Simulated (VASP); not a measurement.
# SrO (Cm) in VASP: notebook

SrO is run at these levels: PBEsol; tasks: single point.

All numbers are computed with VASP 6.6.1; they aren't measurements. Logs are shortened: lines on timing, memory, paths and dates and some standing lists are left out, and cuts for length are marked.

## Step 1: The cell of the first run

It takes space group Cm (No. 8, monoclinic). The conventional cell has a = 6.154 Å, b = 3.553 Å, c = 6.217 Å, α = 90.00°, β = 90.00°, γ = 90.00°. Sr (site symmetry m) has 4 O at 1.95 to 2.57 Å within 2.6 Å. Within 3.4 Å of Sr (site symmetry m) lie 6 O at 2.57 Å and 2 Sr at 3.25 Å. Within 2.6 Å of O (site symmetry m) lie 6 Sr at 1.95 to 2.57 Å. Within 3.4 Å of O (site symmetry m) lie 6 Sr at 2.57 to 3.06 Å and 2 O at 3.11 Å.

## Step 2: Single point, PBEsol (atom 1 (Sr) moved by (-0.450, -0.450) A along y and z)

INCAR reads:

```
SYSTEM = SrO
ALGO = Normal
EDIFF = 1E-7
ENCUT = 520
GGA = PS
ISIF = 2
ISMEAR = 0
LASPH = .TRUE.
LCHARG = .FALSE.
LREAL = .FALSE.
LWAVE = .FALSE.
NBANDS = 24
NELM = 80
PREC = Accurate
SIGMA = 0.05
```

KPOINTS reads:

```
k-points
0
G
  9 9 4
  0 0 0
```

POSCAR reads:

```
SrO
1.0
    3.5532880902      0.0000000000      0.0000000000
   -1.7766440451      3.0772377531      0.0000000000
    0.0000000000      0.0000000000      6.2173039800
Sr O
2 2
Direct
    0.2602158110      0.5204316221      0.1776213611
    0.6666666667      0.3333333333      0.7500000000
    0.0000000000      0.0000000000      0.0000000000
    0.0000000000      0.0000000000      0.5000000000
```

Potentials or basis: VASP PAW PBE potentials, release 64 (Sr_sv, O).

Command:

```
$ cat potpaw_PBE.64/Sr_sv/POTCAR potpaw_PBE.64/O/POTCAR > POTCAR
$ mpirun -np 1 vasp_std > vasp.out
```

OUTCAR:

```text
SYSTEM = SrO
   EDIFF = 1E-7
   ENCUT = 520
   GGA = PS
   ISIF = 2
   ISMEAR = 0
   LASPH = .TRUE.
   LREAL = .FALSE.
   NELM = 80
   PREC = Accurate

 ion  position               nearest neighbor table
   1  0.260  0.520  0.178-   3 1.95   3 2.56   3 2.56   4 2.57   4 3.06   4 3.06   2 3.25   2 3.25
                             2 3.65   2 4.02   2 4.02   2 4.35   2 4.52   2 5.09   2 5.09   2 5.10
   2  0.667  0.333  0.750-   3 2.57   4 2.57   3 2.57   4 2.57   3 2.57   4 2.57   1 3.25   1 3.25
                             1 3.65   1 4.02   1 4.02   1 4.35   1 4.52   1 5.09   1 5.09   1 5.10
   3  0.000  0.000  0.000-   1 1.95   1 2.56   1 2.56   2 2.57   2 2.57   2 2.57
   4  0.000  0.000  0.500-   1 2.57   2 2.57   2 2.57   2 2.57   1 3.06   1 3.06

  LATTYP: Found a hexagonal cell.
 ALAT       =     3.5532880902
 C/A-ratio  =     1.7497325919

  Lattice vectors:

 A1 = (   3.5532880902,   0.0000000000,   0.0000000000)
 A2 = (  -1.7766440451,   3.0772377531,   0.0000000000)
 A3 = (   0.0000000000,   0.0000000000,   6.2173039800)

Analysis of symmetry for initial positions (statically):
=====================================================================
 Subroutine PRICEL returns:
 Original cell was already a primitive cell.

 Routine SETGRP: Setting up the symmetry group for a
 hexagonal supercell.

 Subroutine GETGRP returns: Found  2 space group operations
 (whereof  2 operations were pure point group operations)
 out of a pool of 24 trial point group operations.

The static configuration has the point symmetry C_1h.

Analysis of symmetry for dynamics (positions and initial velocities):
=====================================================================
 Subroutine PRICEL returns:
 Original cell was already a primitive cell.

 Routine SETGRP: Setting up the symmetry group for a
 hexagonal supercell.

 Subroutine GETGRP returns: Found  2 space group operations
 (whereof  2 operations were pure point group operations)
 out of a pool of 24 trial point group operations.

The dynamic configuration has the point symmetry C_1h.

 Subroutine INISYM returns: Found  2 space group operations
 (whereof  2 operations are pure point group operations),
 and found     1 'primitive' translations

----------------------------------------------------------------------------------------

                                     Primitive cell

  volume of cell :      67.9819

  direct lattice vectors                    reciprocal lattice vectors
     3.553288090  0.000000000  0.000000000     0.281429475  0.162483383  0.000000000
    -1.776644045  3.077237753  0.000000000     0.000000000  0.324966766  0.000000000
     0.000000000  0.000000000  6.217303980     0.000000000  0.000000000  0.160841420

  length of vectors
     3.553288090  3.553288090  6.217303980     0.324966766  0.324966766  0.160841420

  position of ions in fractional coordinates (direct lattice)
     0.260215811  0.520431622  0.177621361
     0.666666667  0.333333333  0.750000000
     0.000000000  0.000000000  0.000000000
     0.000000000  0.000000000  0.500000000

  ion indices of the primitive-cell ions
   primitive index   ion index
                 1           1
                 2           2
                 3           3
                 4           4

----------------------------------------------------------------------------------------

 KPOINTS: k-points

Automatic generation of k-mesh.
 Grid dimensions read from file:
 generate k-points for:    9    9    4

 Generating k-lattice:

  Cartesian coordinates                     Fractional coordinates (reciprocal lattice)
     0.031269942  0.018053709  0.000000000     0.111111111 -0.000000000  0.000000000
     0.000000000  0.036107418  0.000000000     0.000000000  0.111111111  0.000000000
     0.000000000  0.000000000  0.040210355     0.000000000  0.000000000  0.250000000

  Length of vectors
     0.036107418  0.036107418  0.040210355

  Shift w.r.t. Gamma in fractional coordinates (k-lattice)
     0.000000000  0.000000000  0.000000000

 Subroutine IBZKPT returns following result:
 ===========================================

 Found     95 irreducible k-points:

 Following reciprocal coordinates:
            Coordinates               Weight
  0.000000  0.000000  0.000000      1.000000
  0.111111  0.000000  0.000000      4.000000
  0.000000  0.111111  0.000000      2.000000
  0.222222  0.000000  0.000000      4.000000
  0.000000  0.222222  0.000000      2.000000
  0.333333  0.000000  0.000000      4.000000
[... 16 lines left out ...]
 -0.222222 -0.444444  0.000000      4.000000
  0.444444  0.333333  0.000000      4.000000
 [... further k-points ...]
   k-points           NKPTS =     95   k-points in BZ     NKDIM =     95   number of bands    NBANDS=     24
   number of dos      NEDOS =    301   number of ions     NIONS =      4
   total plane-waves  NPLWV =  37632
   dimension x,y,z NGX =    28 NGY =   28 NGZ =   48
   dimension x,y,z NGXF=    56 NGYF=   56 NGZF=   96
   ions per type =               2   2
   NGX,Y,Z   is equivalent  to a cutoff of  13.10, 13.10, 12.83 a.u.
   NGXF,Y,Z  is equivalent  to a cutoff of  26.20, 26.20, 25.67 a.u.
 SYSTEM =  SrO
   PREC   = accura    normal or accurate (medium, high low for compatibility)
   ISTART =      0    job   : 0-new  1-cont  2-samecut
   ICHARG =      2    charge: 1-file 2-atom 10-const
   ISPIN  =      1    spin polarized calculation?
   LNONCOLLINEAR =      F non collinear calculations
   LSORBIT =      F    spin-orbit coupling
   LASPH  =      T    aspherical Exc in radial PAW
   ENCUT  =  520.0 eV  38.22 Ry    6.18 a.u.   6.61  6.61 11.56*2*pi/ulx,y,z
   NELM   =     80;   NELMIN=  2; NELMDL= -5     # of ELM steps
   EDIFF  = 0.1E-06   stopping-criterion for ELM
   LREAL  =      F    real-space projection
   EDIFFG = 0.1E-05   stopping-criterion for IOM
   NSW    =      0    number of steps for IOM
   IBRION =     -1    ionic relax: 0-MD 1-quasi-New 2-CG
   NFREE  =      0    steps in history (QN), initial steepest desc. (CG)
   ISIF   =      2    stress and relaxation
   ISYM   =      2    0-nonsym 1-usesym 2-fastsym
   POTIM  = 0.5000    time-step for ionic-motion
   TEBEG  =    0.0;   TEEND  =   0.0 temperature during run
   PSTRESS=    0.0 pullay stress
   NELECT =      32.0000    total number of electrons
   NUPDOWN=      -1.0000    fix difference up-down
   EMIN   =  10.00;   EMAX   =-10.00  energy-range for DOS
   EFERMI =   0.00;   METHOD = LEGACY
   ISMEAR =     0;   SIGMA  =   0.05  broadening in eV -4-tet -1-fermi 0-gaus
   EFERMI_NEDOS =   21; number of points for ismear=-14 and -15
   IALGO  =     38    algorithm
   IMIX   =      4    mixing-type and parameters
     AMIX     =   0.40;   BMIX     =  1.00
     AMIX_MAG =   1.60;   BMIX_MAG =  1.00
  volume/ion in A,a.u.               =      17.00       114.69
  Fermi-wavevector in a.u.,A,eV,Ry     =   1.273484  2.406537 22.065419  1.621763
  Thomas-Fermi vector in A             =   2.406305
   LORBIT       =      0    0 simple, 1 ext, 2 COOP (PROOUT), +10 PAW based schemes
   GGA     = PS    functional components
   LHFCALC =     F    Hartree Fock is set to
   AEXX    =    0.0000 exact exchange contribution
   IVDW    =     0    specifies the selected vdW correction
   LEPSILON=     F    determine dielectric tensor
   LRPA    =     F    only Hartree local field effects (RPA)
 non-spin polarized calculation
 Gauss-broadening in eV      SIGMA  =   0.05
  energy-cutoff  :      520.00
  volume of cell :       67.98
 maximum number of plane-waves:      1853
   NGX = 13   NGY = 13   NGZ = 23

 number of electron      32.0000014 magnetization

 Free energy of the ion-electron system (eV)
  ---------------------------------------------------
  ext. energy  EPLUGINS =         0.00000000
  ---------------------------------------------------
  free energy    TOTEN  =       -22.98802720 eV

  energy without entropy =      -22.98802720  energy(sigma->0) =      -22.98802720

 E-fermi :   2.5819     XC(G=0): -10.2002

 val. band max:        2.3319622587   @ k =   0.0000   0.0000   0.0000
 cond. band min:       4.3774900452   @ k =   0.0000   0.4444   0.0000
 fundamental gap:      2.0455277864
 Fermi energy:         2.5819378124

 k-point     1 :       0.0000    0.0000    0.0000
  band No.  band energies     occupation
      1     -31.0607      2.00000
      2     -30.7476      2.00000
      3     -16.2632      2.00000
      4     -13.6384      2.00000
      5     -12.8227      2.00000
      6     -12.7025      2.00000
[... 16 lines left out ...]
     23       9.4547      0.00000
     24      10.4986      0.00000

 k-point     2 :       0.1111    0.0000    0.0000
  band No.  band energies     occupation
      1     -31.0422      2.00000
      2     -30.7375      2.00000
      3     -16.2681      2.00000
      4     -13.7160      2.00000
      5     -12.9126      2.00000
      6     -12.7809      2.00000
[... 16 lines left out ...]
     23       9.4761      0.00000
     24      10.2482      0.00000

 k-point     3 :       0.0000    0.1111    0.0000
  band No.  band energies     occupation
      1     -31.0441      2.00000
      2     -30.7337      2.00000
      3     -16.2950      2.00000
      4     -13.7620      2.00000
      5     -12.8712      2.00000
      6     -12.8591      2.00000
[... 16 lines left out ...]
     23       9.2780      0.00000
     24      10.2487      0.00000
[... 514 lines left out ...]
 k-point    23 :      -0.2222   -0.4444    0.0000
  band No.  band energies     occupation
      1     -30.9007      2.00000
      2     -30.6306      2.00000
      3     -16.6702      2.00000
      4     -13.8985      2.00000
      5     -13.4240      2.00000
      6     -13.2348      2.00000
[... 16 lines left out ...]
     23      10.9905      0.00000
     24      11.5759      0.00000

 k-point    24 :       0.4444    0.3333    0.0000
  band No.  band energies     occupation
      1     -30.8874      2.00000
      2     -30.6535      2.00000
      3     -16.4876      2.00000
      4     -13.7521      2.00000
      5     -13.6016      2.00000
      6     -13.3860      2.00000
[... 16 lines left out ...]
     23      10.8115      0.00000
     24      11.5369      0.00000

 [... further k-points ...]

------------------------ aborting loop because EDIFF is reached ----------------------------------------

  FORCE on cell =-STRESS in cart. coord.  units (eV):
  Direction    XX          YY          ZZ          XY          YZ          ZX
  --------------------------------------------------------------------------------------
  -------------------------------------------------------------------------------------
  Total        1.5769606      7.3213971      2.8797077      0.0000000      5.8789779      0.0000000
  in kB       37.1653180    172.5484149     67.8680569      0.0000000    138.5539249      0.0000000
  external PRESSURE =      92.5272633 kB  Pullay stress =       0.0000000 kB

 VOLUME and BASIS-vectors are now :
 -----------------------------------------------------------------------------
  energy-cutoff  :      520.00
  volume of cell :       67.98
      direct lattice vectors                 reciprocal lattice vectors
     3.553288090  0.000000000  0.000000000     0.281429475  0.162483383  0.000000000
    -1.776644045  3.077237753  0.000000000     0.000000000  0.324966766  0.000000000
     0.000000000  0.000000000  6.217303980     0.000000000  0.000000000  0.160841420

 POSITION                                       TOTAL-FORCE (eV/Angst)
 -----------------------------------------------------------------------------------
     -0.00000      1.60149      1.10433         0.000000      5.319441      6.532964
      1.77664      1.02575      4.66298        -0.000000     -0.186091     -3.439513
      0.00000      0.00000      0.00000        -0.000000     -5.108719     -3.571413
      0.00000      0.00000      3.10865        -0.000000     -0.024631      0.477962
 -----------------------------------------------------------------------------------
    total drift:                                0.000001      0.000093     -0.000011

  FREE ENERGIE OF THE ION-ELECTRON SYSTEM (eV)
  ---------------------------------------------------
  free  energy   TOTEN  =       -22.9880272016 eV

  energy  without entropy=      -22.9880272016  energy(sigma->0) =      -22.98802720
```

It took 2.6 min on 1 thread of Intel Xeon 8259CL, shared host; peak memory 0.27 GiB.

Results:

```yaml
Free_energy: -22.9880 eV
Pressure: 9.3 GPa
Largest_force: 8.425 eV/Å
Band_gap_on_the_k_mesh: 2.05 eV (least direct gap 2.19 eV)
```

Forces in eV/Å, atoms in the order of the input:
```
Sr   0.000  5.319  6.533
Sr   0.000 -0.186 -3.440
O    0.000 -5.109 -3.571
O    0.000 -0.025  0.478
```

Stress tensor (GPa, compression positive):
```
 3.72  0.00  0.00
 0.00 17.25 13.86
 0.00 13.86  6.79
```

Caveat: the cell differs from its parent crystal (atom 1 (Sr) moved by (-0.450, -0.450) A along y and z); the cell stands under pressure; the PAW data sets were made with another functional, which shifts forces and pressure a little; an odd mesh through Γ misses points on the zone boundary, where band edges can lie.

[end of part 1 of 2]
